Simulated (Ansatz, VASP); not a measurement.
Two plane-wave programs on PbS

```
Pb S
1.0
     3.31360    0.00000    0.00000
     0.00000    3.31360    0.00000
     0.00000    0.00000    3.60174
Pb S
1 1
Direct
  0.00000 0.00000 0.00000
  0.50000 0.50000 0.50000
```

Change from the starting cell: strain -0.080 along x and y, +0.000 along z, atoms carried along.

Alike in both runs: task single point; functional PBE; dispersion D3(BJ); k mesh 16 × 16 × 16; occupations gaussian, width 0.15 eV; no spin polarisation.

```csv
,VASP,Ansatz
version,VASP 6.6.1,Ansatz 0.2.0
potentials or method,"VASP PAW PBE potentials, release 64 (Pb_d, S), cutoff 520 eV","scalar-relativistic, plane waves, PAW"
valence electrons in the cell,20,20
```

|  | VASP | Ansatz | Ansatz less VASP |
| --- | --- | --- | --- |
| gap on the k mesh at the Fermi level (eV) | none | none | - |
| pressure (GPa) | 14.2 | 14.3 | +0.10 |
| traceless stress, the component that is largest in VASP (GPa) | -6.13 | -6.14 | -0.005 |

A gap of «none» marks a metal or a gap that the smearing closes.

Neither program's run includes spin-orbit coupling.
